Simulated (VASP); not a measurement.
# MnS (Fm-3m) in VASP: notebook, part 2 of 2

VASP 6.6.1. Earlier steps stand in the parts before.

## 3. Single point, r2SCAN, collinear spin, ferromagnetic start

File POSCAR:

```
MnS
1.0
    0.0000000000      5.2090000000      5.2090000000
    2.6045000000      0.0000000000      2.6045000000
    2.6045000000      2.6045000000      0.0000000000
Mn S
2 2
Direct
    0.0000000000      0.0000000000      0.0000000000
    0.5000000000      0.0000000000      0.0000000000
    0.2500000000      0.5000000000      0.5000000000
    0.7500000000      0.5000000000      0.5000000000
```

File INCAR.step1:

```
PREC = Accurate
ENCUT = 520
ISMEAR = -1
SIGMA = 0.05
LREAL = False
LASPH = True
NELM = 150
ISPIN = 2
MAGMOM = 4.5 4.5 0 0
LMAXMIX = 4
NBANDS = 31
GGA = PE
ALGO = Normal
EDIFF = 1E-4
LWAVE = True
LCHARG = False
```

File INCAR.step2:

```
PREC = Accurate
ENCUT = 520
EDIFF = 1E-6
ISMEAR = -1
SIGMA = 0.05
LREAL = False
LASPH = True
NELM = 150
ALGO = Normal
ISIF = 2
LWAVE = False
LCHARG = False
ISPIN = 2
MAGMOM = 4.5 4.5 0 0
LORBIT = 11
LMAXMIX = 4
METAGGA = R2SCAN
LMIXTAU = True
NBANDS = 31
ISTART = 1
```

File KPOINTS:

```
Automatic mesh
0
Gamma
  4 8 8
```

Potentials or basis: VASP PAW PBE potentials, release 64 (Mn_pv, S).

On the command line:

```
$ cat potpaw_PBE.64/Mn_pv/POTCAR potpaw_PBE.64/S/POTCAR > POTCAR
$ cp INCAR.step1 INCAR
$ mpirun -np 1 vasp_std > vasp.out
$ cp INCAR.step2 INCAR
$ mpirun -np 1 vasp_std > vasp.out
```

OUTCAR:

```text
PREC = Accurate
   ENCUT = 520
   EDIFF = 1E-6
   ISMEAR = -1
   LREAL = False
   LASPH = True
   NELM = 150
   ISIF = 2
   ISPIN = 2
   LORBIT = 11
   METAGGA = R2SCAN
   ISTART = 1

 ion  position               nearest neighbor table
   1  0.000  0.000  0.000-   4 2.60   3 2.60   4 2.60   3 2.60   4 2.60   3 2.60
   2  0.500  0.000  0.000-   3 2.60   3 2.60   4 2.60   3 2.60   4 2.60   4 2.60
   3  0.250  0.500  0.500-   1 2.60   1 2.60   2 2.60   1 2.60   2 2.60   2 2.60
   4  0.750  0.500  0.500-   2 2.60   1 2.60   2 2.60   1 2.60   2 2.60   1 2.60

  LATTYP: Found a trigonal (rhomboedric) cell.
 ALAT       =     6.3796960351
 COS(alpha) =     0.8333333333

  Lattice vectors:

 A1 = (   2.6045000000,  -2.6045000000,  -5.2090000000)
 A2 = (   5.2090000000,  -2.6045000000,  -2.6045000000)
 A3 = (   2.6045000000,  -5.2090000000,  -2.6045000000)

Analysis of symmetry for initial positions (statically):
=====================================================================
 Subroutine PRICEL returns following result:

  LATTYP: Found a face centered cubic cell.
 ALAT       =     5.2090000000
[... 12 lines left out ...]
 Subroutine GETGRP returns: Found 12 space group operations
 (whereof 12 operations were pure point group operations)
 out of a pool of 12 trial point group operations.

The static configuration has the point symmetry D_3d.

Analysis of symmetry for dynamics (positions and initial velocities):
=====================================================================
 Subroutine PRICEL returns following result:

  LATTYP: Found a face centered cubic cell.
 ALAT       =     5.2090000000
[... 12 lines left out ...]
 Subroutine GETGRP returns: Found 12 space group operations
 (whereof 12 operations were pure point group operations)
 out of a pool of 12 trial point group operations.

The dynamic configuration has the point symmetry D_3d.

Analysis of structural, dynamic, and magnetic symmetry:
=====================================================================
 Subroutine PRICEL returns following result:

  LATTYP: Found a face centered cubic cell.
 ALAT       =     5.2090000000
[... 12 lines left out ...]
 Subroutine GETGRP returns: Found 12 space group operations
 (whereof 12 operations were pure point group operations)
 out of a pool of 12 trial point group operations.

The overall configuration has the point symmetry D_3d.

 Subroutine INISYM returns: Found 12 space group operations
 (whereof 12 operations are pure point group operations),
 and found     2 'primitive' translations

----------------------------------------------------------------------------------------

                                     Primitive cell

  volume of cell :      35.3348

  direct lattice vectors                    reciprocal lattice vectors
     0.000000000  2.604500000  2.604500000    -0.191975427  0.191975427  0.191975427
     2.604500000  0.000000000  2.604500000     0.191975427 -0.191975427  0.191975427
     2.604500000  2.604500000  0.000000000     0.191975427  0.191975427 -0.191975427

  length of vectors
     3.683319223  3.683319223  3.683319223     0.332511194  0.332511194  0.332511194

  position of ions in fractional coordinates (direct lattice)
     0.000000000  0.000000000  0.000000000
     0.500000000  0.500000000  0.500000000

  ion indices of the primitive-cell ions
   primitive index   ion index
                 1           1
                 2           3
[... 84 lines left out ...]
   ICHARG =      0    charge: 1-file 2-atom 10-const
   ISPIN  =      2    spin polarized calculation?
   LNONCOLLINEAR =      F non collinear calculations
   LSORBIT =      F    spin-orbit coupling
   LASPH  =      T    aspherical Exc in radial PAW
   ENCUT  =  520.0 eV  38.22 Ry    6.18 a.u.  13.70  6.85  6.85*2*pi/ulx,y,z
   NELM   =    150;   NELMIN=  2; NELMDL=  0     # of ELM steps
   EDIFF  = 0.1E-05   stopping-criterion for ELM
   LREAL  =      F    real-space projection
[... 7 lines left out ...]
   TEBEG  =    0.0;   TEEND  =   0.0 temperature during run
   PSTRESS=    0.0 pullay stress
   NELECT =      38.0000    total number of electrons
   NUPDOWN=      -1.0000    fix difference up-down
   EMIN   =  10.00;   EMAX   =-10.00  energy-range for DOS
   EFERMI =   0.00;   METHOD = LEGACY
   ISMEAR =    -1;   SIGMA  =   0.05  broadening in eV -4-tet -1-fermi 0-gaus
   EFERMI_NEDOS =   21; number of points for ismear=-14 and -15
   IALGO  =     38    algorithm
   IMIX   =      4    mixing-type and parameters
     AMIX     =   0.40;   BMIX     =  1.00
     AMIX_MAG =   1.60;   BMIX_MAG =  1.00
  volume/ion in A,a.u.               =      17.67       119.23
  Fermi-wavevector in a.u.,A,eV,Ry     =   1.331246  2.515690 24.112464  1.772216
  Thomas-Fermi vector in A             =   2.460272
   LORBIT       =     11    0 simple, 1 ext, 2 COOP (PROOUT), +10 PAW based schemes
   METAGGA = R2SCAN    functional components
   LHFCALC =     F    Hartree Fock is set to
   AEXX    =    0.0000 exact exchange contribution
   IVDW    =     0    specifies the selected vdW correction
   LEPSILON=     F    determine dielectric tensor
   LRPA    =     F    only Hartree local field effects (RPA)
 spin polarized calculation
  energy-cutoff  :      520.00
  volume of cell :       70.67
 maximum number of plane-waves:      1918
 NGX is ok and might be reduce to    56
   NGX = 27   NGY = 13   NGZ = 13

 number of electron      37.9999977 magnetization       9.9444377

 Free energy of the ion-electron system (eV)
  ---------------------------------------------------
  ext. energy  EPLUGINS =         0.00000000
  ---------------------------------------------------
  free energy    TOTEN  =       -49.75375736 eV

  energy without entropy =      -49.74943538  energy(sigma->0) =      -49.75159637

 E-fermi :   6.6754     XC(G=0): -11.2155

 val. band max:        6.6702666874   @ k =   0.0000   0.5000   0.0000
 cond. band min:       6.9374493222   @ k =   0.0000   0.5000   0.1250
 fundamental gap:      0.2671826348
 Fermi energy:         6.6754319371

 spin component 1

 k-point     1 :       0.0000    0.0000    0.0000
  band No.  band energies     occupation
      1     -46.6256      1.00000
      2     -46.6191      1.00000
      3     -46.6190      1.00000
      4     -46.6180      1.00000
      5     -46.6180      1.00000
      6     -46.6179      1.00000
[... 805 lines left out ...]
     30      14.0347      0.00000
     31      15.0760      0.00000

 [... further k-points ...]

 spin component 2

 k-point     1 :       0.0000    0.0000    0.0000
  band No.  band energies     occupation
      1     -40.3818      1.00000
      2     -40.3713      1.00000
      3     -40.3712      1.00000
      4     -40.3698      1.00000
      5     -40.3698      1.00000
      6     -40.3696      1.00000
[... 805 lines left out ...]
     30      15.0243      0.00000
     31      16.3614      0.00000

 [... further k-points ...]

------------------------ aborting loop because EDIFF is reached ----------------------------------------

  FORCE on cell =-STRESS in cart. coord.  units (eV):
  Direction    XX          YY          ZZ          XY          YZ          ZX
  --------------------------------------------------------------------------------------
  -------------------------------------------------------------------------------------
  Total        0.1448504      0.1448504      0.1448504     -0.0003380      0.0003380     -0.0003380
  in kB        3.2839548      3.2839548      3.2839548     -0.0076620      0.0076620     -0.0076620
  external PRESSURE =       3.2839548 kB  Pullay stress =       0.0000000 kB

 VOLUME and BASIS-vectors are now :
 -----------------------------------------------------------------------------
  energy-cutoff  :      520.00
  volume of cell :       70.67
      direct lattice vectors                 reciprocal lattice vectors
     0.000000000  5.209000000  5.209000000    -0.095987714  0.095987714  0.095987714
     2.604500000  0.000000000  2.604500000     0.191975427 -0.191975427  0.191975427
     2.604500000  2.604500000  0.000000000     0.191975427  0.191975427 -0.191975427

 POSITION                                       TOTAL-FORCE (eV/Angst)
 -----------------------------------------------------------------------------------
      0.00000      0.00000      0.00000         0.000000      0.000000      0.000000
      0.00000      2.60450      2.60450         0.000000      0.000000      0.000000
      2.60450      2.60450      2.60450        -0.000000     -0.000000     -0.000000
      2.60450      5.20900      5.20900        -0.000000     -0.000000     -0.000000
 -----------------------------------------------------------------------------------
    total drift:                                0.000000      0.000000     -0.000000

  FREE ENERGIE OF THE ION-ELECTRON SYSTEM (eV)
  ---------------------------------------------------
  free  energy   TOTEN  =       -49.7537573611 eV

  energy  without entropy=      -49.7494353767  energy(sigma->0) =      -49.75159637

 total charge

# of ion       s       p       d       tot
------------------------------------------
    1        0.219   6.161   4.898  11.279
    2        0.219   6.161   4.898  11.279
    3        1.310   2.478   0.000   3.788
    4        1.310   2.478   0.000   3.788
--------------------------------------------------
tot          3.059  17.279   9.797  30.134

 magnetization (x)

# of ion       s       p       d       tot
------------------------------------------
    1        0.051   0.037   4.404   4.492
    2        0.051   0.037   4.404   4.492
    3        0.030   0.107   0.000   0.137
    4        0.030   0.107   0.000   0.137
--------------------------------------------------
tot          0.160   0.289   8.808   9.257
```

Wall time 7.7 min (1 thread of Oxide Virtual Turin-like, shared host); peak memory 0.28 GiB.

What came out:

| Item | Value |
| --- | --- |
| Free energy | -49.7538 eV |
| Pressure | 0.3 GPa |
| Net moment | 9.94 μB per cell |
| Site moments | Mn +4.49; S +0.14 μB |
| Valence electrons inside the program's atomic spheres | Mn 11.28; S 3.79 |

Caveat: the PAW data sets were made with another functional, which shifts forces and pressure a little; semilocal functionals often make such compounds metallic where correlation or magnetic order opens a gap, which also shifts bond lengths; the run started ferromagnetic, and an antiferromagnetic order may lie lower in energy.

## 4. Single point, r2SCAN, collinear spin, antiferromagnetic start

POSCAR is that of step 3.

File INCAR.step1:

```
SYSTEM = MnS
ALGO = Normal
EDIFF = 1E-4
ENCUT = 520
GGA = PE
ISMEAR = -1
ISPIN = 2
LASPH = .TRUE.
LCHARG = .FALSE.
LMAXMIX = 4
LREAL = .FALSE.
LWAVE = .TRUE.
MAGMOM = 4.5 -4.5 0 0
NBANDS = 31
NELM = 150
PREC = Accurate
SIGMA = 0.05
```

File INCAR.step2:

```
SYSTEM = MnS
ALGO = Normal
EDIFF = 1E-6
ENCUT = 520
ISIF = 2
ISMEAR = -1
ISPIN = 2
ISTART = 1
LASPH = .TRUE.
LCHARG = .FALSE.
LMAXMIX = 4
LMIXTAU = .TRUE.
LORBIT = 11
LREAL = .FALSE.
LWAVE = .FALSE.
MAGMOM = 4.5 -4.5 0 0
METAGGA = R2SCAN
NBANDS = 31
NELM = 150
PREC = Accurate
SIGMA = 0.05
```

File KPOINTS:

```
k-points
0
G
  4 8 8
  0 0 0
```

On the command line:

```
$ cat potpaw_PBE.64/Mn_pv/POTCAR potpaw_PBE.64/S/POTCAR > POTCAR
$ cp INCAR.step1 INCAR
$ mpirun -np 1 vasp_std > vasp.out
$ cp INCAR.step2 INCAR
$ mpirun -np 1 vasp_std > vasp.out
```

It took 16 min on 1 thread of Oxide Virtual Turin-like, shared host; peak memory 0.28 GiB.

The run converged. Its results:

| Item | Value |
| --- | --- |
| Free energy | -49.9753 eV |
| Pressure | -2.0 GPa |
| Band gap on the k mesh | 1.77 eV |
| Net moment | 0.00 μB per cell |
| Site moments | Mn +4.37, -4.37; S +0.00 μB |
| Valence electrons inside the program's atomic spheres | Mn 11.29; S 3.78 |

Stress tensor (GPa, compression positive):
```
-2.04  0.16  0.16
 0.16 -2.04 -0.16
 0.16 -0.16 -2.04
```

Levels at points of the mesh, in eV from the valence-band top:
Spin up:
```csv
k point,band 16,band 17,band 18,band 19,band 20,band 21,band 22,band 23
"(0.00, 0.00, 0.00)",-1.17,-1.16,-1.07,-1.07,2.42,2.42,2.49,3.55
"(0.50, 0.00, 0.00)",-2.17,-2.17,0.00,0.00,2.29,2.33,2.33,3.30
"(0.00, 0.50, 0.00)",-2.65,-2.45,-0.86,-0.46,1.77,2.57,3.10,3.20
"(0.50, 0.50, 0.00)",-2.65,-2.34,-0.89,-0.69,1.84,2.95,3.17,3.31
```
Spin down:
| k point | band 15 | band 16 | band 17 | band 18 | band 19 | band 20 | band 21 | band 22 | band 23 | band 24 |
| --- | --- | --- | --- | --- | --- | --- | --- | --- | --- | --- |
| (0.00, 0.00, 0.00) | -1.17 | -1.17 | -1.16 | -1.07 | -1.07 | 2.42 | 2.42 | 2.49 | 3.55 | 3.69 |
| (0.50, 0.00, 0.00) | -2.30 | -2.17 | -2.17 | 0.00 | 0.00 | 2.29 | 2.33 | 2.33 | 3.30 | 3.30 |
| (0.00, 0.50, 0.00) | -2.78 | -2.65 | -2.45 | -0.86 | -0.46 | 1.77 | 2.57 | 3.10 | 3.20 | 3.91 |
| (0.50, 0.50, 0.00) | -2.81 | -2.65 | -2.34 | -0.89 | -0.69 | 1.84 | 2.95 | 3.17 | 3.31 | 3.62 |

Caveat: the antiferromagnetic order is the one typed at the start, and another may lie lower; the PAW data sets were made with another functional, which shifts forces and pressure a little. r2SCAN opens gaps a little over a GGA but as a rule still falls short of measured ones.

## 5. Overview

| level | spin | gap on the mesh (eV) | pressure (GPa) | moment (μB) |
| --- | --- | --- | --- | --- |
| PBE | collinear, antiferromagnetic start | 0.87 | -3.2 | 0.00 |
| r2SCAN | collinear, ferromagnetic start | none | 0.3 | 9.94 |
| r2SCAN | collinear, antiferromagnetic start | 1.77 | -2.0 | 0.00 |

Alike in all rows: task single point; potentials or basis VASP PAW PBE potentials, release 64 (Mn_pv, S); cell as given; k mesh 4 × 8 × 8; cutoff (eV) 520; smearing fermi-dirac 0.05 eV.

The pressure there spans -3.2 GPa (PBE) to 0.3 GPa (r2SCAN); a positive pressure means that this level wants a larger cell, a negative one a smaller.

Caveats: the antiferromagnetic order is the one typed at the start, and another may lie lower (at least some runs); the PAW data sets were made with another functional, which shifts forces and pressure a little (at least some runs); the cell stands under tension (at least some runs); semilocal functionals often make such compounds metallic where correlation or magnetic order opens a gap, which also shifts bond lengths (at least some runs); the run started ferromagnetic, and an antiferromagnetic order may lie lower in energy (at least some runs).

Total energies depend on the potentials used, so only differences within one code and one set of settings carry meaning.

The gap in the log of VASP goes by the Fermi energy; the results here count the filled bands.